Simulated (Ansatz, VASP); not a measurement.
Sr2B in VASP and in Ansatz

File INCAR:

```
SYSTEM = Sr2B
  PREC = Accurate
  ENCUT = 520
  EDIFF = 1E-7
  ISMEAR = -1
  SIGMA = 0.05
  LREAL = .False.
  LASPH = .True.
  NELM = 80
  ALGO = Normal
  ISIF = 2
  LWAVE = .False.
  LCHARG = .False.
  GGA = CA
  NBANDS = 18
```

File KPOINTS:

```
Automatic mesh
0
Gamma
  10 10 10
  0 0 0
```

File POSCAR:

```
Sr2B
1.0
    2.3503232379     -1.3569597541      3.8409043699
    0.0000000000      2.7139195081      3.8409043699
   -2.3503232379     -1.3569597541      3.8409043699
B Sr
1 2
Direct
    0.0000000000      0.0000000000      0.0000000000
    0.2499809164      0.2499809164      0.2499809164
    0.7500190836      0.7500190836      0.7500190836
```

Input for Ansatz:

```yaml
crystal:
  lattice:
    - [2.3503232379, -1.3569597541, 3.8409043699]
    - [0.0, 2.7139195081, 3.8409043699]
    - [-2.3503232379, -1.3569597541, 3.8409043699]
  atoms:
    - { symbol: B, position: [0.0, 0.0, 0.0] }
    - { symbol: Sr, position: [0.2499809164, 0.2499809164, 0.2499809164] }
    - { symbol: Sr, position: [0.7500190836, 0.7500190836, 0.7500190836] }
kpoints:
  mp_grid: { grid: [10, 10, 10] }
  band_path:
    path:
      - [0.0, 0.0, 0.0]
      - [0.5, 0.5, 0.5]
      - [0.7501233018, 0.2498766982, 0.5]
      - [0.5, -0.2498766982, 0.2498766982]
      - [0.5, 0.0, 0.0]
      - [0.0, 0.0, 0.0]
      - [0.3749383491, -0.3749383491, 0.0]
      - [0.6250616509, 0.0, 0.3749383491]
      - [0.5, 0.0, 0.5]
    npoints: 8
scf:
  occupations: { method: fermi_dirac, width: 0.05 }
hamiltonian:
  xc: lda
  pseudopotentials: { kind: all_electron, lapw: { basis_error: 0.0005 } }
output:
  forces: true
  stress: true
  eigenvalues: true
  populations: true
```

Change from the starting cell: volume scaled by 0.9, LAPW.

Alike in both runs: task single point; functional LDA; k mesh 10 × 10 × 10; occupations fermi-dirac, width 0.05 eV; no spin polarisation.

|  | VASP | Ansatz |
| --- | --- | --- |
| version | VASP 6.6.1 | Ansatz 0.2.0 |
| potentials or method | VASP PAW LDA potentials, release 64 (B, Sr_sv), cutoff 520 eV | all-electron LAPW, scalar-relativistic |

```csv
,VASP,Ansatz,Ansatz less VASP
pressure (GPa),4.6,4.4,-0.24
```

LDA's correlation is that of Perdew and Zunger in VASP and of Perdew and Wang (1992) in Ansatz. Ansatz ran all-electron here, and VASP with PAW potentials.
